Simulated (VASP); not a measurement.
# Ag5Cl (P6/mmm) in VASP: a series of runs, part 2 of 2

VASP 6.6.1. Earlier steps stand in the parts before.

## (6) Single point, PBE

This run uses another cell than the first one, of 21.26 Å³/atom, 0.912 times its volume.

Input file INCAR:

```
SYSTEM = Ag5Cl
PREC = Accurate
ENCUT = 520
EDIFF = 1E-6
ISMEAR = 0
SIGMA = 0.1
LREAL = .False.
LASPH = .True.
NELM = 80
ALGO = Normal
ISIF = 2
LWAVE = .False.
LCHARG = .False.
GGA = PE
NBANDS = 40
```

Input file KPOINTS:

```
regular mesh
0
Gamma
  12 12 8
  0 0 0
```

Input file POSCAR:

```
Ag5Cl
1.0
    5.5940574793     -0.0000000028      0.0000000000
   -2.7970287372      4.8445958886      0.0000000000
    0.0000000000      0.0000000000      4.7077375387
Ag Cl
5 1
Direct
    0.5000000000      0.0000000000      0.5000000000
    0.5000000000      0.5000000000      0.5000000000
    0.0000000000      0.5000000000      0.5000000000
    0.3333333333      0.6666666667      0.0000000000
    0.6666666667      0.3333333333      0.0000000000
    0.0000000000      0.0000000000      0.0000000000
```

Potentials or basis: VASP PAW PBE potentials, release 64 (Ag, Cl).

Run with:

```bash
$ cat potpaw_PBE.64/Ag/POTCAR potpaw_PBE.64/Cl/POTCAR > POTCAR
$ mpirun -np 1 vasp_std > vasp.out
```

OUTCAR:

```text
SYSTEM = Ag5Cl
   PREC = Accurate
   ENCUT = 520
   EDIFF = 1E-6
   ISMEAR = 0
   LREAL = .False.
   LASPH = .True.
   NELM = 80
   ISIF = 2
   GGA = PE

 ion  position               nearest neighbor table
   1  0.500  0.000  0.500-   2 2.80   2 2.80   3 2.80   3 2.80   4 2.85   5 2.85   4 2.85   5 2.85

   2  0.500  0.500  0.500-   1 2.80   1 2.80   3 2.80   3 2.80   4 2.85   5 2.85   4 2.85   5 2.85

   3  0.000  0.500  0.500-   1 2.80   1 2.80   2 2.80   2 2.80   4 2.85   5 2.85   4 2.85   5 2.85

   4  0.333  0.667  0.000-   1 2.85   1 2.85   3 2.85   3 2.85   2 2.85   2 2.85   5 3.23   5 3.23
                             5 3.23
   5  0.667  0.333  0.000-   1 2.85   1 2.85   3 2.85   3 2.85   2 2.85   2 2.85   4 3.23   4 3.23
                             4 3.23
   6  0.000  0.000  0.000-

  LATTYP: Found a hexagonal cell.
 ALAT       =     5.5940574793
 C/A-ratio  =     0.8415604516

  Lattice vectors:

 A1 = (   5.5940574793,  -0.0000000028,   0.0000000000)
 A2 = (  -2.7970287372,   4.8445958886,   0.0000000000)
 A3 = (   0.0000000000,   0.0000000000,   4.7077375387)

Analysis of symmetry for initial positions (statically):
=====================================================================
 Subroutine PRICEL returns:
 Original cell was already a primitive cell.

 Routine SETGRP: Setting up the symmetry group for a
 hexagonal supercell.

 Subroutine GETGRP returns: Found 24 space group operations
 (whereof 24 operations were pure point group operations)
 out of a pool of 24 trial point group operations.

The static configuration has the point symmetry D_6h.

Analysis of symmetry for dynamics (positions and initial velocities):
=====================================================================
 Subroutine PRICEL returns:
 Original cell was already a primitive cell.

 Routine SETGRP: Setting up the symmetry group for a
 hexagonal supercell.

 Subroutine GETGRP returns: Found 24 space group operations
 (whereof 24 operations were pure point group operations)
 out of a pool of 24 trial point group operations.

The dynamic configuration has the point symmetry D_6h.

 Subroutine INISYM returns: Found 24 space group operations
 (whereof 24 operations are pure point group operations),
 and found     1 'primitive' translations

----------------------------------------------------------------------------------------

                                     Primitive cell

  volume of cell :     127.5841

  direct lattice vectors                    reciprocal lattice vectors
     5.594057479 -0.000000003  0.000000000     0.178761124  0.103207783  0.000000000
    -2.797028737  4.844595889  0.000000000     0.000000000  0.206415566  0.000000000
     0.000000000  0.000000000  4.707737539     0.000000000  0.000000000  0.212416260

  length of vectors
     5.594057479  5.594057479  4.707737539     0.206415566  0.206415566  0.212416260

  position of ions in fractional coordinates (direct lattice)
     0.500000000  0.000000000  0.500000000
     0.500000000  0.500000000  0.500000000
     0.000000000  0.500000000  0.500000000
     0.333333333  0.666666667  0.000000000
     0.666666667  0.333333333  0.000000000
     0.000000000  0.000000000  0.000000000

[... 29 lines left out ...]

 Subroutine IBZKPT returns following result:
 ===========================================

 Found     95 irreducible k-points:

 Following reciprocal coordinates:
            Coordinates               Weight
  0.000000  0.000000  0.000000      1.000000
  0.083333  0.000000  0.000000      6.000000
  0.166667  0.000000  0.000000      6.000000
  0.250000 -0.000000  0.000000      6.000000
  0.333333 -0.000000  0.000000      6.000000
  0.416667  0.000000  0.000000      6.000000
[... 16 lines left out ...]
  0.250000 -0.000000  0.125000     12.000000
  0.333333 -0.000000  0.125000     12.000000
 [... further k-points ...]
   k-points           NKPTS =     95   k-points in BZ     NKDIM =     95   number of bands    NBANDS=     40
   number of dos      NEDOS =    301   number of ions     NIONS =      6
   total plane-waves  NPLWV =  63504
   dimension x,y,z NGX =    42 NGY =   42 NGZ =   36
   dimension x,y,z NGXF=    84 NGYF=   84 NGZF=   72
   ions per type =               5   1
   NGX,Y,Z   is equivalent  to a cutoff of  12.48, 12.48, 12.71 a.u.
   NGXF,Y,Z  is equivalent  to a cutoff of  24.96, 24.96, 25.43 a.u.
 SYSTEM =  Ag5Cl
   PREC   = accura    normal or accurate (medium, high low for compatibility)
   ISTART =      0    job   : 0-new  1-cont  2-samecut
   ICHARG =      2    charge: 1-file 2-atom 10-const
   ISPIN  =      1    spin polarized calculation?
   LNONCOLLINEAR =      F non collinear calculations
   LSORBIT =      F    spin-orbit coupling
   LASPH  =      T    aspherical Exc in radial PAW
   ENCUT  =  520.0 eV  38.22 Ry    6.18 a.u.  10.40 10.40  8.75*2*pi/ulx,y,z
   NELM   =     80;   NELMIN=  2; NELMDL= -5     # of ELM steps
   EDIFF  = 0.1E-05   stopping-criterion for ELM
   LREAL  =      F    real-space projection
   EDIFFG = 0.1E-04   stopping-criterion for IOM
   NSW    =      0    number of steps for IOM
   IBRION =     -1    ionic relax: 0-MD 1-quasi-New 2-CG
   NFREE  =      0    steps in history (QN), initial steepest desc. (CG)
   ISIF   =      2    stress and relaxation
   ISYM   =      2    0-nonsym 1-usesym 2-fastsym
   POTIM  = 0.5000    time-step for ionic-motion
   TEBEG  =    0.0;   TEEND  =   0.0 temperature during run
   PSTRESS=    0.0 pullay stress
   NELECT =      62.0000    total number of electrons
   NUPDOWN=      -1.0000    fix difference up-down
   EMIN   =  10.00;   EMAX   =-10.00  energy-range for DOS
   EFERMI =   0.00;   METHOD = LEGACY
   ISMEAR =     0;   SIGMA  =   0.10  broadening in eV -4-tet -1-fermi 0-gaus
   EFERMI_NEDOS =   21; number of points for ismear=-14 and -15
   IALGO  =     38    algorithm
   IMIX   =      4    mixing-type and parameters
     AMIX     =   0.40;   BMIX     =  1.00
     AMIX_MAG =   1.60;   BMIX_MAG =  1.00
  volume/ion in A,a.u.               =      21.26       143.50
  Fermi-wavevector in a.u.,A,eV,Ry     =   1.287083  2.432234 22.539168  1.656582
  Thomas-Fermi vector in A             =   2.419118
   LORBIT       =      0    0 simple, 1 ext, 2 COOP (PROOUT), +10 PAW based schemes
   GGA     = PE    functional components
   LHFCALC =     F    Hartree Fock is set to
   AEXX    =    0.0000 exact exchange contribution
   IVDW    =     0    specifies the selected vdW correction
   LEPSILON=     F    determine dielectric tensor
   LRPA    =     F    only Hartree local field effects (RPA)
 non-spin polarized calculation
 Gauss-broadening in eV      SIGMA  =   0.10
  energy-cutoff  :      520.00
  volume of cell :      127.58
 maximum number of plane-waves:      3497
 NGX is ok and might be reduce to    42
   NGX = 21   NGY = 21   NGZ = 17

 number of electron      62.0000010 magnetization

 Free energy of the ion-electron system (eV)
  ---------------------------------------------------
  ext. energy  EPLUGINS =         0.00000000
  ---------------------------------------------------
  free energy    TOTEN  =       -14.97966493 eV

  energy without entropy =      -14.97528247  energy(sigma->0) =      -14.97747370

 E-fermi :   4.9376     XC(G=0): -10.5230

 val. band max:        4.8547503350   @ k =   0.2500   0.0833   0.3750
 cond. band min:       4.9445764479   @ k =   0.4167   0.0000   0.5000
 fundamental gap:      0.0898261129
 Fermi energy:         4.9376334095

 k-point     1 :       0.0000    0.0000    0.0000
  band No.  band energies     occupation
      1      -9.2863      2.00000
      2      -1.5690      2.00000
      3      -0.0268      2.00000
      4       0.0722      2.00000
      5       0.0722      2.00000
      6       0.1353      2.00000
[... 1021 lines left out ...]
     39      12.9297      0.00000
     40      13.3987      0.00000

 [... further k-points ...]
[... 5 lines left out ...]
  --------------------------------------------------------------------------------------
  -------------------------------------------------------------------------------------
  Total       -0.0633235     -0.0633235     -0.1066988     -0.0000000     -0.0000000      0.0000000
  in kB       -0.7952048     -0.7952048     -1.3399025     -0.0000000     -0.0000000      0.0000000
  external PRESSURE =      -0.9767707 kB  Pullay stress =       0.0000000 kB

 VOLUME and BASIS-vectors are now :
 -----------------------------------------------------------------------------
  energy-cutoff  :      520.00
  volume of cell :      127.58
      direct lattice vectors                 reciprocal lattice vectors
     5.594057479 -0.000000003  0.000000000     0.178761124  0.103207783  0.000000000
    -2.797028737  4.844595889  0.000000000     0.000000000  0.206415566  0.000000000
     0.000000000  0.000000000  4.707737539     0.000000000  0.000000000  0.212416260

 POSITION                                       TOTAL-FORCE (eV/Angst)
 -----------------------------------------------------------------------------------
      2.79703     -0.00000      2.35387        -0.000000      0.000000      0.000000
      1.39851      2.42230      2.35387        -0.000000      0.000000      0.000000
     -1.39851      2.42230      2.35387        -0.000000      0.000000      0.000000
      0.00000      3.22973      0.00000         0.000000      0.000000      0.000000
      2.79703      1.61487      0.00000        -0.000000     -0.000000      0.000000
      0.00000      0.00000      0.00000        -0.000000      0.000000      0.000000
 -----------------------------------------------------------------------------------
    total drift:                               -0.000000      0.000000      0.000000

  FREE ENERGIE OF THE ION-ELECTRON SYSTEM (eV)
  ---------------------------------------------------
  free  energy   TOTEN  =       -14.9796649337 eV

  energy  without entropy=      -14.9752824687  energy(sigma->0) =      -14.97747370
```

stdout:

```text
POSCAR found type information on POSCAR AgCl
 POSCAR found :  2 types and       6 ions
 scaLAPACK will be used
 LDA part: xc-table for (Slater+PW92), standard interpolation
 POSCAR, INCAR and KPOINTS ok, starting setup
 FFT: planning ... GRIDC
 FFT: planning ... GRID_SOFT
 FFT: planning ... GRID
 WAVECAR not read
 entering main loop
```

Run time: 3.2 min. Hardware: 1 thread of Intel Xeon 6975P-C (Granite Rapids), shared host; peak memory 0.48 GiB.

Results:

* Free energy: -14.9797 eV
* Pressure: -0.1 GPa
* Band gap on the k mesh: zero (band 31 reaches 5.87 eV, above the bottom of band 32 at 4.64 eV)

## (7) The runs side by side

```tsv
spin	cell	k mesh	gap on the mesh (eV)	pressure (GPa)
off	a = 5.838, b = 5.838, c = 4.738 Å, angles 90.0, 90.0, 120.0°, 6 atoms	3 × 3 × 4	none	-4.0
off	a = 5.589, b = 5.589, c = 4.713 Å, angles 90.0, 90.0, 120.0°, 6 atoms	6 × 6 × 8	none	-0.1
collinear, ferromagnetic start	a = 5.838, b = 5.838, c = 4.738 Å, angles 90.0, 90.0, 120.0°, 6 atoms	3 × 3 × 4	none	-4.0
off	a = 5.594, b = 5.594, c = 4.708 Å, angles 90.0, 90.0, 120.0°, 6 atoms	12 × 12 × 8	none	-0.1
```

Alike in all rows: task single point; level PBE; potentials or basis VASP PAW PBE potentials, release 64 (Ag, Cl); cutoff (eV) 520; smearing gaussian 0.1 eV.

Caveats: some runs use coarse meshes.

Absolute energies hang on the potentials; compare differences alone.
